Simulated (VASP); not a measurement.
Here is a VASP 6.6.1 calculation.

File INCAR:

```
PREC     = Accurate       # precision mode
ENCUT    = 520            # plane-wave cutoff, eV
EDIFF    = 1E-6           # SCF threshold, eV
ISMEAR   = -1             # smearing method
SIGMA    = 0.05           # smearing width, eV
LREAL    = Auto         
LASPH    = True           # aspherical terms in the spheres
NELM     = 60             # most SCF steps
ALGO     = Normal         # electronic algorithm
ISIF     = 2              # what is computed and relaxed
LWAVE    = False          # write WAVECAR
LCHARG   = False          # write CHGCAR
GGA      = PE             # functional
IVDW     = 12             # dispersion correction
NBANDS   = 82             # bands
```

File KPOINTS:

```
Automatic mesh
0
Gamma
  1 1 1
```

File POSCAR:

```
CO2
1.0
    8.0824800000      0.0000000000      0.0000000000
    0.0000000000      8.0824800000      0.0000000000
    0.0000000000      0.0000000000      8.0824800000
C O
8 16
Direct
    0.5423706585      0.7912051746      0.8757584306
    0.9748245588      0.4708579545      0.6228533816
    0.0656605398      0.2164558403      0.1058585979
    0.6614059051      0.1263844761      0.6494912453
    0.5879012382      0.5581950095      0.4128559551
    0.1153111421      0.8337045065      0.4188689610
    0.4853460819      0.3906721699      0.0269842919
    0.0369935960      0.7646786630      0.9202249805
    0.5797601726      0.9238006157      0.9275370926
    0.4938706932      0.6692624046      0.8205031129
    0.8604784670      0.5362586731      0.5490022864
    1.0949238353      0.4239045441      0.6705615108
    0.1383362532      0.1748720690      0.2229513714
   -0.0541046807      0.2150948719      0.0305475547
    0.5424572656      0.0752615534      0.5717304590
    0.7867758411      0.1702447764      0.6978551138
    0.6119161445      0.6994882759      0.3896576298
    0.5299858459      0.4303010957      0.4421786382
    0.2128307153      0.8460645742      0.5406632618
    0.0245716661      0.8051736596      0.3167468401
    0.4420177965      0.5265957973      0.0441448664
    0.5435460403      0.2666632024     -0.0049489761
   -0.0589546773      0.8122012056      0.8241529827
    0.1185032317      0.7116627570      1.0214810306
```

Potentials or basis: VASP PAW PBE potentials, release 64 (C, O).

Launch:

```console
$ cat potpaw_PBE.64/C/POTCAR potpaw_PBE.64/O/POTCAR > POTCAR
$ mpirun -np 1 vasp_gam > vasp.out
```

Question: Estimate the pressure.

Answer: 3.5 GPa.

Question: What does it give for the dispersion energy per atom?

Answer: -0.044 eV.

Question: What does it give for the band gap on the k mesh?

Answer: 4.82 eV.

Forces on the atoms (eV/Å):
```
C    0.438  3.412  0.652
C   -7.831  4.273 -5.079
C   -0.528 -1.806  2.747
C   -5.262 -2.496 -4.242
C   -1.148  2.231  0.062
C    6.632  0.699  8.482
C   -0.444  2.601  0.216
C   -2.207  0.845 -1.787
O    0.039 -1.124 -0.043
O   -0.133 -1.323 -2.113
O    2.110 -1.622  2.046
O    6.108 -2.840  3.225
O    3.380  0.442  1.458
O   -2.822  1.436 -4.152
O    2.330  1.186  2.375
O    2.928  1.307  1.752
O    0.838  0.284 -0.426
O   -0.061 -2.308  0.186
O   -3.527 -0.152 -4.663
O   -3.186 -0.454 -3.548
O   -1.348  0.545  2.042
O    1.416 -4.205 -0.725
O   -0.890  0.714 -1.376
O    3.170 -1.645  2.910
```

Caveat: the k points lie up to 0.78 Å⁻¹ apart.
